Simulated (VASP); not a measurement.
# OH2 in VASP: a series of runs

The runs below take OH2 through single point, with AM05, PBEsol.

Everything below comes from runs of VASP 6.6.1. Logs are shortened: lines on timing, memory, paths and dates and some standing lists are left out, and cuts for length are marked.

## (1) The cell of the first run

The cell holds a molecule in a box, 3 atoms: a = 10.000 Å, b = 11.000 Å, c = 10.000 Å, α = 90.00°, β = 90.00°, γ = 90.00°.

## (2) Single point, AM05

File POSCAR:

```
H2O
1.0
   10.0000000000      0.0000000000      0.0000000000
    0.0000000000     11.0000000000      0.0000000000
    0.0000000000      0.0000000000     10.0000000000
O H
1 2
Direct
    0.4628400000      0.5292090900      0.4823100000
    0.5397600000      0.5608636400      0.5279000000
    0.4767300000      0.4429545500      0.4789000000
```

File INCAR.step1:

```
SYSTEM = H2O
ISMEAR = 0
SIGMA = 0.03
LWAVE = .TRUE.
LCHARG = .TRUE.
ISIF = 0
NELM = 100
ALGO = Normal
PREC = Accurate
LASPH = .TRUE.
LREAL = .FALSE.
EDIFF = 1E-5
GGA_COMPAT = .FALSE.
ENCUT = 520
EFERMI = MIDGAP
NELMDL = -8
GGA = PE
```

File INCAR.step2:

```
SYSTEM = H2O
GGA = AM
ISMEAR = 0
SIGMA = 0.03
LWAVE = .FALSE.
LCHARG = .FALSE.
ISIF = 0
NELM = 100
ALGO = All
PREC = Accurate
LASPH = .TRUE.
LREAL = .FALSE.
EDIFF = 1E-6
GGA_COMPAT = .FALSE.
ENCUT = 520
EFERMI = MIDGAP
NELMDL = -8
ISTART = 1
ISEARCH = 1
```

File KPOINTS:

```
k-points
0
Gamma
  1 1 1
```

Potentials or basis: VASP PAW PBE potentials, release 64 (O, H).

Run with:

```sh
cat potpaw_PBE.64/O/POTCAR potpaw_PBE.64/H/POTCAR > POTCAR
cp INCAR.step1 INCAR
mpirun -np 1 vasp_gam > vasp.out
cp INCAR.step2 INCAR
mpirun -np 1 vasp_gam > vasp.out
```

OUTCAR:

```text
SYSTEM = H2O
   GGA = AM
   ISMEAR = 0
   ISIF = 0
   NELM = 100
   PREC = Accurate
   LASPH = .TRUE.
   LREAL = .FALSE.
   EDIFF = 1E-6
   ENCUT = 520
   EFERMI = MIDGAP
   NELMDL = -8
   ISTART = 1

 Found      1 irreducible k-points:

 Following reciprocal coordinates:
            Coordinates               Weight
  0.000000  0.000000  0.000000      1.000000
   k-points           NKPTS =      1   k-points in BZ     NKDIM =      1   number of bands    NBANDS=      8
   number of dos      NEDOS =    301   number of ions     NIONS =      3
   total plane-waves  NPLWV = 537600
   dimension x,y,z NGX =    80 NGY =   84 NGZ =   80
   dimension x,y,z NGXF=   160 NGYF=  168 NGZF=  160
   ions per type =               1   2
   NGX,Y,Z   is equivalent  to a cutoff of  13.30, 12.70, 13.30 a.u.
   NGXF,Y,Z  is equivalent  to a cutoff of  26.60, 25.39, 26.60 a.u.
 SYSTEM =  H2O
   PREC   = accura    normal or accurate (medium, high low for compatibility)
   ISTART =      1    job   : 0-new  1-cont  2-samecut
   ICHARG =      0    charge: 1-file 2-atom 10-const
   ISPIN  =      1    spin polarized calculation?
   LNONCOLLINEAR =      F non collinear calculations
   LSORBIT =      F    spin-orbit coupling
   LASPH  =      T    aspherical Exc in radial PAW
   ENCUT  =  520.0 eV  38.22 Ry    6.18 a.u.  18.59 20.45 18.59*2*pi/ulx,y,z
   NELM   =    100;   NELMIN=  2; NELMDL= -8     # of ELM steps
   EDIFF  = 0.1E-05   stopping-criterion for ELM
   LREAL  =      F    real-space projection
   EDIFFG = 0.1E-04   stopping-criterion for IOM
   NSW    =      0    number of steps for IOM
   IBRION =     -1    ionic relax: 0-MD 1-quasi-New 2-CG
   NFREE  =      0    steps in history (QN), initial steepest desc. (CG)
   ISIF   =      0    stress and relaxation
   ISYM   =      2    0-nonsym 1-usesym 2-fastsym
   POTIM  = 0.5000    time-step for ionic-motion
   TEBEG  =    0.0;   TEEND  =   0.0 temperature during run

   SCALEE = 1.0000    scale energy and forces
   PSTRESS=    0.0 pullay stress
   NELECT =       8.0000    total number of electrons
   NUPDOWN=      -1.0000    fix difference up-down
   EMIN   =  10.00;   EMAX   =-10.00  energy-range for DOS
   EFERMI =   0.00;   METHOD = MIDGAP
   ISMEAR =     0;   SIGMA  =   0.03  broadening in eV -4-tet -1-fermi 0-gaus
   EFERMI_NEDOS =   21; number of points for ismear=-14 and -15
   IALGO  =     58    algorithm
   IMIX   =      4    mixing-type and parameters
     AMIX     =   0.40;   BMIX     =  1.00
     AMIX_MAG =   1.60;   BMIX_MAG =  1.00
  volume/ion in A,a.u.               =     366.67      2474.39
  Fermi-wavevector in a.u.,A,eV,Ry     =   0.317181  0.599385  1.368798  0.100604
  Thomas-Fermi vector in A             =   1.200902
   LORBIT       =      0    0 simple, 1 ext, 2 COOP (PROOUT), +10 PAW based schemes
   GGA     = AM    functional components
   LHFCALC =     F    Hartree Fock is set to
   AEXX    =    0.0000 exact exchange contribution
   IVDW    =     0    specifies the selected vdW correction
   LEPSILON=     F    determine dielectric tensor
   LRPA    =     F    only Hartree local field effects (RPA)

   CSHIFT  =0.1000    complex shift for real part using Kramers Kronig

   OMEGAMAX=  -1.0    maximum frequency
 non-spin polarized calculation
 Gauss-broadening in eV      SIGMA  =   0.03
  energy-cutoff  :      520.00
  volume of cell :     1100.00
 maximum number of plane-waves:     14859
 NGX is ok and might be reduce to    80
   NGX = 37   NGY = 41   NGZ = 37

 number of electron       7.9999998 magnetization

 Free energy of the ion-electron system (eV)
  ---------------------------------------------------
  ext. energy  EPLUGINS =         0.00000000
  ---------------------------------------------------
  free energy    TOTEN  =       -14.29888744 eV

  energy without entropy =      -14.29885493  energy(sigma->0) =      -14.29887119

 E-fermi :  -6.9671     XC(G=0):  -1.4003

 val. band max:       -7.0781355071   @ k =   0.0000   0.0000   0.0000
 cond. band min:       1.7622395824   @ k =   0.0000   0.0000   0.0000
 fundamental gap:      8.8403750895
 Fermi energy:        -6.9671044937

 k-point     1 :       0.0000    0.0000    0.0000
  band No.  band energies     occupation
      1     -25.1256      2.00000
      2     -13.0375      2.00000
      3      -9.0666      2.00000
      4      -7.0781      2.00000
      5       1.7622      0.00000
      6       3.5298      0.00000
      7       3.4222      0.00000
      8       2.4235      0.00000

------------------------ aborting loop because EDIFF is reached ----------------------------------------

 VOLUME and BASIS-vectors are now :
 -----------------------------------------------------------------------------
  energy-cutoff  :      520.00
  volume of cell :     1100.00
      direct lattice vectors                 reciprocal lattice vectors
    10.000000000  0.000000000  0.000000000     0.100000000  0.000000000  0.000000000
     0.000000000 11.000000000  0.000000000     0.000000000  0.090909091  0.000000000
     0.000000000  0.000000000 10.000000000     0.000000000  0.000000000  0.100000000

 POSITION                                       TOTAL-FORCE (eV/Angst)
 -----------------------------------------------------------------------------------
      4.62840      5.82130      4.82310        -0.647099      0.428563     -0.300956
      5.39760      6.16950      5.27900         0.564619      0.282926      0.338062
      4.76730      4.87250      4.78900         0.082481     -0.711489     -0.037106
 -----------------------------------------------------------------------------------
    total drift:                               -0.005363      0.003129     -0.002316

  FREE ENERGIE OF THE ION-ELECTRON SYSTEM (eV)
  ---------------------------------------------------
  free  energy   TOTEN  =       -14.2988874392 eV

  energy  without entropy=      -14.2988874271  energy(sigma->0) =      -14.29888743
```

Run time: 17 min. Hardware: 1 thread of AMD EPYC 7R43 (Zen 3), shared host; peak memory 0.92 GiB.

What came out:

```yaml
Free_energy: -14.2989 eV
Largest_force: 0.832 eV/Å
Gap_between_the_frontier_levels: 8.84 eV
```

Forces on the atoms (eV/Å):
```
O   -0.647  0.429 -0.301
H    0.565  0.283  0.338
H    0.082 -0.711 -0.037
```

Caveat: the PAW data sets were made with another functional, which shifts forces and pressure a little.

## (3) Single point, PBEsol

File INCAR:

```
SYSTEM = H2O
GGA = PS
ISMEAR = 0
SIGMA = 0.03
LWAVE = .FALSE.
LCHARG = .FALSE.
ISIF = 0
PREC = Accurate
LASPH = .TRUE.
LREAL = Auto
ALGO = Normal
EDIFF = 1E-6
NELM = 120
GGA_COMPAT = .FALSE.
ENCUT = 520
EFERMI = MIDGAP
NELMDL = -8
ROPT = -0.00025 -0.00025
```

KPOINTS is that of step 2.

POSCAR is that of step 2.

Potentials or basis: VASP PAW PBE potentials, release 64 (O, H).

Run with:

```sh
cat potpaw_PBE.64/O/POTCAR potpaw_PBE.64/H/POTCAR > POTCAR
mpirun -np 1 vasp_gam > vasp.out
```

OUTCAR:

```text
SYSTEM = H2O
   GGA = PS
   ISMEAR = 0
   ISIF = 0
   PREC = Accurate
   LASPH = .TRUE.
   LREAL = Auto
   EDIFF = 1E-6
   NELM = 120
   ENCUT = 520
   EFERMI = MIDGAP
   NELMDL = -8

 Found      1 irreducible k-points:

 Following reciprocal coordinates:
            Coordinates               Weight
  0.000000  0.000000  0.000000      1.000000
   k-points           NKPTS =      1   k-points in BZ     NKDIM =      1   number of bands    NBANDS=      8
   number of dos      NEDOS =    301   number of ions     NIONS =      3
   total plane-waves  NPLWV = 537600
   dimension x,y,z NGX =    80 NGY =   84 NGZ =   80
   dimension x,y,z NGXF=   160 NGYF=  168 NGZF=  160
   ions per type =               1   2
   NGX,Y,Z   is equivalent  to a cutoff of  13.30, 12.70, 13.30 a.u.
   NGXF,Y,Z  is equivalent  to a cutoff of  26.60, 25.39, 26.60 a.u.
 SYSTEM =  H2O
   PREC   = accura    normal or accurate (medium, high low for compatibility)
   ISTART =      0    job   : 0-new  1-cont  2-samecut
   ICHARG =      2    charge: 1-file 2-atom 10-const
   ISPIN  =      1    spin polarized calculation?
   LNONCOLLINEAR =      F non collinear calculations
   LSORBIT =      F    spin-orbit coupling
   LASPH  =      T    aspherical Exc in radial PAW
   ENCUT  =  520.0 eV  38.22 Ry    6.18 a.u.  18.59 20.45 18.59*2*pi/ulx,y,z
   NELM   =    120;   NELMIN=  2; NELMDL= -8     # of ELM steps
   EDIFF  = 0.1E-05   stopping-criterion for ELM
   LREAL  =      T    real-space projection
   EDIFFG = 0.1E-04   stopping-criterion for IOM
   NSW    =      0    number of steps for IOM
   IBRION =     -1    ionic relax: 0-MD 1-quasi-New 2-CG
   NFREE  =      0    steps in history (QN), initial steepest desc. (CG)
   ISIF   =      0    stress and relaxation
   ISYM   =      2    0-nonsym 1-usesym 2-fastsym
   POTIM  = 0.5000    time-step for ionic-motion
   TEBEG  =    0.0;   TEEND  =   0.0 temperature during run

   SCALEE = 1.0000    scale energy and forces
   PSTRESS=    0.0 pullay stress
   NELECT =       8.0000    total number of electrons
   NUPDOWN=      -1.0000    fix difference up-down
   EMIN   =  10.00;   EMAX   =-10.00  energy-range for DOS
   EFERMI =   0.00;   METHOD = MIDGAP
   ISMEAR =     0;   SIGMA  =   0.03  broadening in eV -4-tet -1-fermi 0-gaus
   EFERMI_NEDOS =   21; number of points for ismear=-14 and -15
   IALGO  =     38    algorithm
   IMIX   =      4    mixing-type and parameters
     AMIX     =   0.40;   BMIX     =  1.00
     AMIX_MAG =   1.60;   BMIX_MAG =  1.00
  volume/ion in A,a.u.               =     366.67      2474.39
  Fermi-wavevector in a.u.,A,eV,Ry     =   0.317181  0.599385  1.368798  0.100604
  Thomas-Fermi vector in A             =   1.200902
   LORBIT       =      0    0 simple, 1 ext, 2 COOP (PROOUT), +10 PAW based schemes
   GGA     = PS    functional components
   LHFCALC =     F    Hartree Fock is set to
   AEXX    =    0.0000 exact exchange contribution
   IVDW    =     0    specifies the selected vdW correction
   LEPSILON=     F    determine dielectric tensor
   LRPA    =     F    only Hartree local field effects (RPA)

   CSHIFT  =0.1000    complex shift for real part using Kramers Kronig

   OMEGAMAX=  -1.0    maximum frequency
 non-spin polarized calculation
 Gauss-broadening in eV      SIGMA  =   0.03
  energy-cutoff  :      520.00
  volume of cell :     1100.00
 maximum number of plane-waves:     14859
 NGX is ok and might be reduce to    80
   NGX = 37   NGY = 41   NGZ = 37

 number of electron       7.9999998 magnetization

 Free energy of the ion-electron system (eV)
  ---------------------------------------------------
  ext. energy  EPLUGINS =         0.00000000
  ---------------------------------------------------
  free energy    TOTEN  =       -14.29700181 eV

  energy without entropy =      -14.29700181  energy(sigma->0) =      -14.29700181

 E-fermi :  -3.9722     XC(G=0):  -0.4786

 val. band max:       -7.1066892286   @ k =   0.0000   0.0000   0.0000
 cond. band min:      -0.8377861386   @ k =   0.0000   0.0000   0.0000
 fundamental gap:      6.2689030900
 Fermi energy:        -3.9722376836

 k-point     1 :       0.0000    0.0000    0.0000
  band No.  band energies     occupation
      1     -25.2026      2.00000
      2     -13.0663      2.00000
      3      -9.1031      2.00000
      4      -7.1067      2.00000
      5      -0.8378      0.00000
      6       0.5089      0.00000
      7       0.7011      0.00000
      8       1.1657      0.00000

------------------------ aborting loop because EDIFF is reached ----------------------------------------

 VOLUME and BASIS-vectors are now :
 -----------------------------------------------------------------------------
  energy-cutoff  :      520.00
  volume of cell :     1100.00
      direct lattice vectors                 reciprocal lattice vectors
    10.000000000  0.000000000  0.000000000     0.100000000  0.000000000  0.000000000
     0.000000000 11.000000000  0.000000000     0.000000000  0.090909091  0.000000000
     0.000000000  0.000000000 10.000000000     0.000000000  0.000000000  0.100000000

 POSITION                                       TOTAL-FORCE (eV/Angst)
 -----------------------------------------------------------------------------------
      4.62840      5.82130      4.82310        -0.636548      0.420938     -0.295664
      5.39760      6.16950      5.27900         0.550652      0.268444      0.328782
      4.76730      4.87250      4.78900         0.085896     -0.689382     -0.033118
 -----------------------------------------------------------------------------------
    total drift:                               -0.000179     -0.000451     -0.000289

  FREE ENERGIE OF THE ION-ELECTRON SYSTEM (eV)
  ---------------------------------------------------
  free  energy   TOTEN  =       -14.2970018058 eV

  energy  without entropy=      -14.2970018058  energy(sigma->0) =      -14.29700181
```

OSZICAR:

```text
N       E                     dE             d eps       ncg     rms          rms(c)
DAV:   1     0.637971939392E+02    0.63797E+02   -0.18924E+03    24   0.454E+02
DAV:   2     0.117875239670E+02   -0.52010E+02   -0.52009E+02    16   0.130E+02
DAV:   3    -0.142878263378E+02   -0.26075E+02   -0.25862E+02    32   0.746E+01
[... 18 lines left out ...]
DAV:  22    -0.142969935782E+02   -0.42052E-05   -0.14201E-07    16   0.189E-03    0.368E-04
DAV:  23    -0.142969973102E+02   -0.37320E-05   -0.14095E-07    16   0.178E-03    0.208E-04
DAV:  24    -0.142970001389E+02   -0.28287E-05   -0.10005E-07    24   0.150E-03    0.263E-04
DAV:  25    -0.142970014982E+02   -0.13593E-05   -0.25661E-08    32   0.880E-04    0.276E-05
DAV:  26    -0.142970018058E+02   -0.30760E-06   -0.26749E-09    16   0.306E-04
   1 F= -.14297002E+02 E0= -.14297002E+02  d E =0.000000E+00
```

It took 74 s on 1 thread of Intel Xeon Platinum 8259CL at 2.50GHz (Skylake/Cascade Lake), shared host; peak memory 0.9 GiB.

What came out:

* Free energy: -14.2970 eV
* Largest force: 0.818 eV/Å
* Gap between the frontier levels: 6.27 eV

Forces in eV/Å, atoms in the order of the input:
```
O   -0.637  0.421 -0.296
H    0.551  0.268  0.329
H    0.086 -0.689 -0.033
```

Caveat: the PAW data sets were made with another functional, which shifts forces and pressure a little.

## (4) Single point, PBEsol

File INCAR:

```
SYSTEM = H2O
GGA = PS
ISMEAR = 0
SIGMA = 0.03
LWAVE = .FALSE.
LCHARG = .FALSE.
ISIF = 0
PREC = Accurate
LASPH = .TRUE.
LREAL = .FALSE.
ALGO = Normal
EDIFF = 1E-8
NELM = 120
GGA_COMPAT = .FALSE.
ENCUT = 720
EFERMI = MIDGAP
NELMDL = -8
```

KPOINTS is that of step 3.

POSCAR is that of step 3.

Run with:

```sh
cat potpaw_PBE.64/O/POTCAR potpaw_PBE.64/H/POTCAR > POTCAR
mpirun -np 1 vasp_gam > vasp.out
```

It took 2.1 min on 1 thread of Intel Xeon Platinum 8259CL at 2.50GHz (Skylake/Cascade Lake), shared host; peak memory 1.2 GiB.

Results (log left out):

| Quantity | Value |
| --- | --- |
| Free energy | -14.3079 eV |
| Largest force | 0.808 eV/Å |
| Gap between the frontier levels | 6.27 eV |

Forces in eV/Å, atoms in the order of the input:
```
O   -0.628  0.416 -0.292
H    0.543  0.264  0.324
H    0.085 -0.680 -0.033
```

Levels at points of the mesh, in eV from the valence-band top:
```
           k point  band 2  band 3  band 4  band 5  band 6  band 7
(0.00, 0.00, 0.00)   -5.96   -2.00    0.00    6.27    7.62    7.81
```

Caveat: the PAW data sets were made with another functional, which shifts forces and pressure a little.

## (5) Summary

| level | cutoff (eV) | tolerance level | purpose | gap on the mesh (eV) | largest force (eV/Å) |
| --- | --- | --- | --- | --- | --- |
| AM05 | 520 | standard | a run that is hard to end | 8.84 | 0.83 |
| PBEsol | 520 | screening | levels | 6.27 | 0.82 |
| PBEsol | 720 | screening | levels | 6.27 | 0.81 |

Alike in all rows: task single point; potentials or basis VASP PAW PBE potentials, release 64 (O, H); no spin polarisation; cell as given; k mesh 1 × 1 × 1; smearing gaussian 0.03 eV.

On the cell as given the gap runs from 6.27 eV (PBEsol) to 8.84 eV (AM05).

Caveats: the PAW data sets were made with another functional, which shifts forces and pressure a little.

Absolute energies hang on the potentials; compare differences alone.
